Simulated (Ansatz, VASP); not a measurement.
# Cu: VASP beside Ansatz

INCAR

```
SYSTEM = Cu
ALGO = Fast ; EDIFF = 1E-6
EDIFFG = -0.01 ; ENCUT = 600
GGA = PE ; IBRION = 2
ISIF = 3 ; ISMEAR = 0
LASPH = .True. ; LCHARG = .False.
LREAL = .False. ; LWAVE = .False.
NELM = 60 ; NSW = 100
PREC = Accurate ; SIGMA = 0.1
```

Contents of KPOINTS:

```
k-points
0
Gamma
  14 14 14
  0 0 0
```

The input POSCAR:

```
Cu
1.0
    0.0000000000      2.7827481718      2.7827481718
    2.7827481718      0.0000000000      2.7827481718
    2.7827481718      2.7827481718      0.0000000000
Cu
3
Direct
    0.2500000000      0.2500000000      0.2500000000
    0.7500000000      0.7500000000      0.7500000000
    0.5000000000      0.5000000000      0.5000000000
```

Input for Ansatz:

```yaml
crystal:
  lattice:
    - [0.0, 2.7827481718, 2.7827481718]
    - [2.7827481718, 0.0, 2.7827481718]
    - [2.7827481718, 2.7827481718, 0.0]
  atoms:
    - { symbol: Cu, position: [0.25, 0.25, 0.25] }
    - { symbol: Cu, position: [0.75, 0.75, 0.75] }
    - { symbol: Cu, position: [0.5, 0.5, 0.5] }
basis:
  ecutwfc: 420
kpoints:
  mp_grid: { grid: [14, 14, 14] }
hamiltonian:
  xc: pbe
scf:
  occupations: { method: gaussian, width: 0.1 }
output:
  forces: true
  stress: true
  eigenvalues: true
  write_density: true
  write_potential: true
  elf: true
  volumetric_format: npy
relax:
  adjacent_minimum: "off"
  f_tol: 0.01
  max_steps: 80
  cell: { stress_tol: 0.05 }
```

Alike in both runs: task relaxation of cell and atoms; functional PBE; k mesh 14 × 14 × 14; occupations gaussian, width 0.1 eV; no spin polarisation.

```csv
,VASP,Ansatz
version,VASP 6.6.1,Ansatz 0.2.0
potentials or method,"VASP PAW PBE potentials, release 64 (Cu), cutoff 600 eV","scalar-relativistic, plane waves, PAW"
valence electrons in the cell,33,57
```

|  | VASP | Ansatz | Ansatz less VASP |
| --- | --- | --- | --- |
| gap on the k mesh at the Fermi level, each at its own relaxed structure (eV) | none | none | - |
| relaxed volume (Å³/atom) | 14.43 | 14.33 | -0.099 |
| relaxed cell length with the largest relative difference (Å) | 3.941 | 3.932 | -0.0090 |

A gap of «none» marks a metal or a gap that the smearing closes. VASP's potentials hold 33 valence electrons a cell and Ansatz's 57, so a difference there can come from the potentials and not from the codes.
